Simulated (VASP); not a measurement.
Ta:

```
Ta
1.0
     0.00000    2.89987    2.89987
     2.89987    0.00000    2.89987
     2.89987    2.89987    0.00000
Ta
2
Direct
  0.12500 0.12500 0.12500
  0.87500 0.87500 0.87500
```

This isn't the form of Ta at room conditions, which is bcc.

- Program: VASP 6.6.1
- Task: relaxation of cell and atoms
- Functional: LDA
- Potentials or basis: VASP PAW LDA potentials, release 64 (Ta_sv_GW)
- Cutoff: 500 eV
- k mesh: 9 × 9 × 9
- Occupations: fermi-dirac, width 0.1 eV
- Spin: no spin polarisation

At the start: pressure 5.4 GPa; volume 24.39 Å³/atom.

Q: Where does the relaxation end?

A: Over 4 steps the energy falls by 23.7 meV/atom and the volume is 25.84 Å³/atom (+6.0 %); space group Fd-3m (No. 227, to 0.1 Å) before and after.

Step by step:
| step | energy change (eV) | largest force (eV/Å) | pressure (GPa) | volume (Å³) |
| --- | --- | --- | --- | --- |
| 1 | 0.0000 | 0.0000 | 5.42 | 48.77 |
| 2 | -0.0027 | 0.0000 | -4.41 | 54.82 |
| 3 | -0.0474 | 0.0000 | -0.07 | 51.74 |
| 4 | -0.0474 | 0.0000 | 0.06 | 51.68 |

Final structure:
```
CELL_PARAMETERS angstrom
0.00000 2.95634 2.95634
2.95634 0.00000 2.95634
2.95634 2.95634 0.00000
ATOMIC_POSITIONS crystal
Ta 0.12500 0.12500 0.12500
Ta 0.87500 0.87500 0.87500
```
